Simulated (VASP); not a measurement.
# Co (Im-3m) in VASP: a series of runs

Runs on Co. Level: r2SCAN. Tasks: single point.

Program: VASP 6.6.1. These are calculated values, not measurements. Logs are shortened: lines on timing, memory, paths and dates and some standing lists are left out, and cuts for length are marked.

**1. The cell of the first run**

It takes space group Im-3m (No. 229, cubic). The conventional cell has a = 2.798 Å, b = 2.798 Å, c = 2.798 Å, α = 90.00°, β = 90.00°, γ = 90.00°. Within 3.2 Å of Co (site symmetry m-3m) lie 14 Co at 2.42 to 2.80 Å.

This isn't the form of Co at room conditions, which is hcp.

**2. Single point, r2SCAN, collinear spin, ferromagnetic start**

Input file POSCAR:

```
Co
1.0
   -1.3991784598      1.3991784598      1.3991784598
    1.3991784598     -1.3991784598      1.3991784598
    1.3991784598      1.3991784598     -1.3991784598
Co
1
Direct
    0.0000000000      0.0000000000      0.0000000000
```

Input file INCAR.step1:

```
SYSTEM = Co
PREC = Accurate
ENCUT = 520
ISMEAR = -1
SIGMA = 0.05
LREAL = .False.
LASPH = .True.
NELM = 150
ISPIN = 2
MAGMOM = 2.025
LMAXMIX = 4
NBANDS = 14
GGA = PE
ALGO = Normal
EDIFF = 1E-4
LWAVE = .True.
LCHARG = .False.
```

Input file INCAR.step2:

```
SYSTEM = Co
PREC = Accurate
ENCUT = 520
EDIFF = 1E-6
ISMEAR = -1
SIGMA = 0.05
LREAL = .False.
LASPH = .True.
NELM = 150
ALGO = Normal
ISIF = 2
LWAVE = .False.
LCHARG = .True.
ISPIN = 2
MAGMOM = 2.025
LORBIT = 11
LMAXMIX = 4
METAGGA = R2SCAN
LMIXTAU = .True.
LELF = .True.
LVHAR = .True.
NBANDS = 14
ISTART = 1
```

Input file KPOINTS:

```
regular mesh
0
Gamma
  26 26 26
  0 0 0
```

Potentials or basis: VASP PAW PBE potentials, release 64 (Co).

Started as:

```bash
$ cat potpaw_PBE.64/Co/POTCAR > POTCAR
$ cp INCAR.step1 INCAR
$ mpirun -np 1 vasp_std > vasp.out
$ cp INCAR.step2 INCAR
$ mpirun -np 1 vasp_std > vasp.out
```

OUTCAR:

```text
SYSTEM = Co
   PREC = Accurate
   ENCUT = 520
   EDIFF = 1E-6
   ISMEAR = -1
   LREAL = .False.
   LASPH = .True.
   NELM = 150
   ISIF = 2
   ISPIN = 2
   LORBIT = 11
   METAGGA = R2SCAN
   ISTART = 1

 ion  position               nearest neighbor table
   1  0.000  0.000  0.000-

  LATTYP: Found a body centered cubic cell.
 ALAT       =     2.7983569196

  Lattice vectors:

 A1 = (  -1.3991784598,   1.3991784598,   1.3991784598)
 A2 = (   1.3991784598,  -1.3991784598,   1.3991784598)
 A3 = (   1.3991784598,   1.3991784598,  -1.3991784598)

Analysis of symmetry for initial positions (statically):
=====================================================================
 Subroutine PRICEL returns:
 Original cell was already a primitive cell.

 Routine SETGRP: Setting up the symmetry group for a
 body centered cubic supercell.

 Subroutine GETGRP returns: Found 48 space group operations
 (whereof 48 operations were pure point group operations)
 out of a pool of 48 trial point group operations.

The static configuration has the point symmetry O_h .

Analysis of symmetry for dynamics (positions and initial velocities):
=====================================================================
 Subroutine PRICEL returns:
 Original cell was already a primitive cell.

 Routine SETGRP: Setting up the symmetry group for a
 body centered cubic supercell.

 Subroutine GETGRP returns: Found 48 space group operations
 (whereof 48 operations were pure point group operations)
 out of a pool of 48 trial point group operations.

The dynamic configuration has the point symmetry O_h .

Analysis of structural, dynamic, and magnetic symmetry:
=====================================================================
 Subroutine PRICEL returns:
 Original cell was already a primitive cell.

 Routine SETGRP: Setting up the symmetry group for a
 body centered cubic supercell.

 Subroutine GETGRP returns: Found 48 space group operations
 (whereof 48 operations were pure point group operations)
 out of a pool of 48 trial point group operations.

The overall configuration has the point symmetry O_h .

 Subroutine INISYM returns: Found 48 space group operations
 (whereof 48 operations are pure point group operations),
 and found     1 'primitive' translations

----------------------------------------------------------------------------------------

                                     Primitive cell

  volume of cell :      10.9567

  direct lattice vectors                    reciprocal lattice vectors
    -1.399178460  1.399178460  1.399178460     0.000000000  0.357352557  0.357352557
     1.399178460 -1.399178460  1.399178460     0.357352557  0.000000000  0.357352557
     1.399178460  1.399178460 -1.399178460     0.357352557  0.357352557  0.000000000

  length of vectors
     2.423448181  2.423448181  2.423448181     0.505372832  0.505372832  0.505372832

  position of ions in fractional coordinates (direct lattice)
     0.000000000  0.000000000  0.000000000

  ion indices of the primitive-cell ions
   primitive index   ion index
                 1           1

----------------------------------------------------------------------------------------

 KPOINTS: regular mesh

Automatic generation of k-mesh.
 Grid dimensions read from file:
 generate k-points for:   26   26   26

 Generating k-lattice:

  Cartesian coordinates                     Fractional coordinates (reciprocal lattice)
     0.000000000  0.013744329  0.013744329     0.038461538  0.000000000  0.000000000
     0.013744329  0.000000000  0.013744329     0.000000000  0.038461538  0.000000000
     0.013744329  0.013744329  0.000000000     0.000000000  0.000000000  0.038461538

  Length of vectors
     0.019437417  0.019437417  0.019437417

  Shift w.r.t. Gamma in fractional coordinates (k-lattice)
     0.000000000  0.000000000  0.000000000

 Subroutine IBZKPT returns following result:
 ===========================================

 Found    511 irreducible k-points:

 Following reciprocal coordinates:
            Coordinates               Weight
  0.000000  0.000000  0.000000      1.000000
  0.038462  0.000000  0.000000     12.000000
  0.076923  0.000000  0.000000     12.000000
  0.115385  0.000000  0.000000     12.000000
  0.153846  0.000000  0.000000     12.000000
  0.192308  0.000000  0.000000     12.000000
[... 16 lines left out ...]
  0.346154  0.038462  0.000000     48.000000
  0.384615  0.038462  0.000000     48.000000
 [... further k-points ...]
   k-points           NKPTS =    511   k-points in BZ     NKDIM =    511   number of bands    NBANDS=     14
   number of dos      NEDOS =    301   number of ions     NIONS =      1
   total plane-waves  NPLWV =   5832
   dimension x,y,z NGX =    18 NGY =   18 NGZ =   18
   dimension x,y,z NGXF=    36 NGYF=   36 NGZF=   36
   ions per type =               1
   NGX,Y,Z   is equivalent  to a cutoff of  12.35, 12.35, 12.35 a.u.
   NGXF,Y,Z  is equivalent  to a cutoff of  24.70, 24.70, 24.70 a.u.
 SYSTEM =  Co
   PREC   = accura    normal or accurate (medium, high low for compatibility)
   ISTART =      1    job   : 0-new  1-cont  2-samecut
   ICHARG =      0    charge: 1-file 2-atom 10-const
   ISPIN  =      2    spin polarized calculation?
   LNONCOLLINEAR =      F non collinear calculations
   LSORBIT =      F    spin-orbit coupling
   LASPH  =      T    aspherical Exc in radial PAW
   ENCUT  =  520.0 eV  38.22 Ry    6.18 a.u.   4.51  4.51  4.51*2*pi/ulx,y,z
   NELM   =    150;   NELMIN=  2; NELMDL=  0     # of ELM steps
   EDIFF  = 0.1E-05   stopping-criterion for ELM
   LREAL  =      F    real-space projection
   EDIFFG = 0.1E-04   stopping-criterion for IOM
   NSW    =      0    number of steps for IOM
   IBRION =     -1    ionic relax: 0-MD 1-quasi-New 2-CG
   NFREE  =      0    steps in history (QN), initial steepest desc. (CG)
   ISIF   =      2    stress and relaxation
   ISYM   =      2    0-nonsym 1-usesym 2-fastsym
   POTIM  = 0.5000    time-step for ionic-motion
   TEBEG  =    0.0;   TEEND  =   0.0 temperature during run
   PSTRESS=    0.0 pullay stress
   NELECT =       9.0000    total number of electrons
   NUPDOWN=      -1.0000    fix difference up-down
   EMIN   =  10.00;   EMAX   =-10.00  energy-range for DOS
   EFERMI =   0.00;   METHOD = LEGACY
   ISMEAR =    -1;   SIGMA  =   0.05  broadening in eV -4-tet -1-fermi 0-gaus
   EFERMI_NEDOS =   21; number of points for ismear=-14 and -15
   IALGO  =     38    algorithm
   IMIX   =      4    mixing-type and parameters
     AMIX     =   0.40;   BMIX     =  1.00
     AMIX_MAG =   1.60;   BMIX_MAG =  1.00
  volume/ion in A,a.u.               =      10.96        73.94
  Fermi-wavevector in a.u.,A,eV,Ry     =   1.533190  2.897308 31.982816  2.350671
  Thomas-Fermi vector in A             =   2.640291
   LORBIT       =     11    0 simple, 1 ext, 2 COOP (PROOUT), +10 PAW based schemes
   METAGGA = R2SCAN    functional components
   LHFCALC =     F    Hartree Fock is set to
   AEXX    =    0.0000 exact exchange contribution
   IVDW    =     0    specifies the selected vdW correction
   LEPSILON=     F    determine dielectric tensor
   LRPA    =     F    only Hartree local field effects (RPA)
 spin polarized calculation
  energy-cutoff  :      520.00
  volume of cell :       10.96
 maximum number of plane-waves:       321
   NGX =  9   NGY =  9   NGZ =  9

 number of electron       9.0000001 magnetization       1.9153109

 Free energy of the ion-electron system (eV)
  ---------------------------------------------------
  ext. energy  EPLUGINS =         0.00000000
  ---------------------------------------------------
  free energy    TOTEN  =       -13.24278447 eV

  energy without entropy =      -13.23507671  energy(sigma->0) =      -13.23893059

 E-fermi :  10.6892     XC(G=0): -14.6130

 val. band max:       10.6891627679   @ k =   0.5000   0.5000   0.3846
 cond. band min:      10.6897296137   @ k =  -0.4231   0.4231   0.3846
 fundamental gap:      0.0005668457
 Fermi energy:        10.6892314136

 spin component 1

 k-point     1 :       0.0000    0.0000    0.0000
  band No.  band energies     occupation
      1       0.8398      1.00000
      2       6.7564      1.00000
      3       6.7565      1.00000
      4       6.7565      1.00000
      5       7.5970      1.00000
      6       7.5970      1.00000
      7      36.6250      0.00000
      8      36.6252      0.00000
      9      36.6252      0.00000
     10      41.2754      0.00000
     11      41.8258      0.00000
     12      41.8258      0.00000
     13      43.7283      0.00000
     14      43.7284      0.00000
[... 375 lines left out ...]
 k-point    24 :       0.3846    0.0385    0.0000
  band No.  band energies     occupation
      1       4.3636      1.00000
      2       5.8669      1.00000
      3       7.5796      1.00000
      4       7.7436      1.00000
      5       8.5465      1.00000
      6       9.3243      1.00000
      7      18.9471      0.00000
      8      29.5144      0.00000
      9      31.2281      0.00000
     10      34.8000      0.00000
     11      38.3582      0.00000
     12      41.7804      0.00000
     13      45.8165      0.00000
     14      48.2687      0.00000

 [... further k-points ...]

 spin component 2

 k-point     1 :       0.0000    0.0000    0.0000
  band No.  band energies     occupation
      1       0.3687      1.00000
      2       8.8446      1.00000
      3       8.8448      1.00000
      4       8.8448      1.00000
      5      11.5669      0.00000
      6      11.5670      0.00000
      7      36.6658      0.00000
      8      36.6658      0.00000
      9      36.6658      0.00000
     10      42.4849      0.00000
     11      42.4849      0.00000
     12      44.6638      0.00000
     13      44.6639      0.00000
     14      44.6640      0.00000
[... 375 lines left out ...]
 k-point    24 :       0.3846    0.0385    0.0000
  band No.  band energies     occupation
      1       5.3856      1.00000
      2       7.7198      1.00000
      3       9.0527      1.00000
      4      11.1549      0.00009
      5      11.4136      0.00000
      6      11.7969      0.00000
      7      20.0494      0.00000
      8      29.8597      0.00000
      9      32.0784      0.00000
     10      35.2611      0.00000
     11      39.6059      0.00000
     12      46.4559      0.00000
     13      49.2437      0.00000
     14      50.0414      0.00000

 [... further k-points ...]

------------------------ aborting loop because EDIFF is reached ----------------------------------------

  FORCE on cell =-STRESS in cart. coord.  units (eV):
  Direction    XX          YY          ZZ          XY          YZ          ZX
  --------------------------------------------------------------------------------------
  -------------------------------------------------------------------------------------
  Total        0.0102415      0.0102415      0.0102415     -0.0000000     -0.0000000      0.0000000
  in kB        1.4975994      1.4975994      1.4975994     -0.0000000     -0.0000000      0.0000000
  external PRESSURE =       1.4975994 kB  Pullay stress =       0.0000000 kB

 VOLUME and BASIS-vectors are now :
 -----------------------------------------------------------------------------
  energy-cutoff  :      520.00
  volume of cell :       10.96
      direct lattice vectors                 reciprocal lattice vectors
    -1.399178460  1.399178460  1.399178460     0.000000000  0.357352557  0.357352557
     1.399178460 -1.399178460  1.399178460     0.357352557  0.000000000  0.357352557
     1.399178460  1.399178460 -1.399178460     0.357352557  0.357352557  0.000000000

 POSITION                                       TOTAL-FORCE (eV/Angst)
 -----------------------------------------------------------------------------------
      0.00000      0.00000      0.00000         0.000000      0.000000      0.000000
 -----------------------------------------------------------------------------------
    total drift:                                0.000000     -0.000000      0.000000

  FREE ENERGIE OF THE ION-ELECTRON SYSTEM (eV)
  ---------------------------------------------------
  free  energy   TOTEN  =       -13.2427844744 eV

  energy  without entropy=      -13.2350767125  energy(sigma->0) =      -13.23893059

 total charge

# of ion       s       p       d       tot
------------------------------------------
    1        0.509   0.576   7.183   8.267

 magnetization (x)

# of ion       s       p       d       tot
------------------------------------------
    1        0.005  -0.063   2.032   1.974
```

It took 10 min on 1 thread of AMD EPYC 7R43 (Zen 3), shared host; peak memory 0.18 GiB.

What came out:

```
Free energy                                           : -13.2428 eV
Pressure                                              : 0.1 GPa
Net moment                                            : 1.92 μB per cell
Site moments                                          : Co +1.97 μB
Valence electrons inside the program's atomic spheres : Co 8.27
```

Caveat: the PAW data sets were made with another functional, which shifts forces and pressure a little.

**3. Single point, r2SCAN, non-collinear spin, typed start, spin-orbit coupling**

POSCAR is that of step 2.

Input file INCAR.step1:

```
SYSTEM = Co
PREC = Accurate
ENCUT = 520
ISMEAR = -1
SIGMA = 0.05
LREAL = .FALSE.
LASPH = .TRUE.
NELM = 150
MAGMOM = 0 0 2.046
LSORBIT = .TRUE.
GGA_COMPAT = .FALSE.
LMAXMIX = 4
NBANDS = 20
GGA = PE
ALGO = Normal
EDIFF = 1E-4
LWAVE = .TRUE.
LCHARG = .FALSE.
```

Input file INCAR.step2:

```
SYSTEM = Co
PREC = Accurate
ENCUT = 520
EDIFF = 1E-7
ISMEAR = -1
SIGMA = 0.05
LREAL = .FALSE.
LASPH = .TRUE.
NELM = 150
ALGO = Normal
ISIF = 2
LWAVE = .FALSE.
LCHARG = .FALSE.
MAGMOM = 0 0 2.046
LORBIT = 11
LSORBIT = .TRUE.
GGA_COMPAT = .FALSE.
LORBMOM = .TRUE.
LMAXMIX = 4
METAGGA = R2SCAN
LMIXTAU = .TRUE.
NBANDS = 20
ISTART = 1
```

Input file KPOINTS:

```
regular mesh
0
G
  16 16 16
  0 0 0
```

Potentials or basis: VASP PAW PBE potentials, release 64 (Co).

Started as:

```bash
$ cat potpaw_PBE.64/Co/POTCAR > POTCAR
$ cp INCAR.step1 INCAR
$ mpirun -np 1 vasp_ncl > vasp.out
$ cp INCAR.step2 INCAR
$ mpirun -np 1 vasp_ncl > vasp.out
```

It took 1.7 h on 1 thread of AMD EPYC 7R43 (Zen 3), shared host; peak memory 0.26 GiB.

It converged, with:

```
Free energy                                           : -13.2519 eV
Pressure                                              : -0.3 GPa
Net moment                                            : 1.90 μB per cell
Valence electrons inside the program's atomic spheres : Co 8.27
```

Moments on the atoms (μB; x, y, z):
```
Co  0.00 0.00 1.96
```

Caveat: the PAW data sets were made with another functional, which shifts forces and pressure a little.

[end of part 1 of 2]
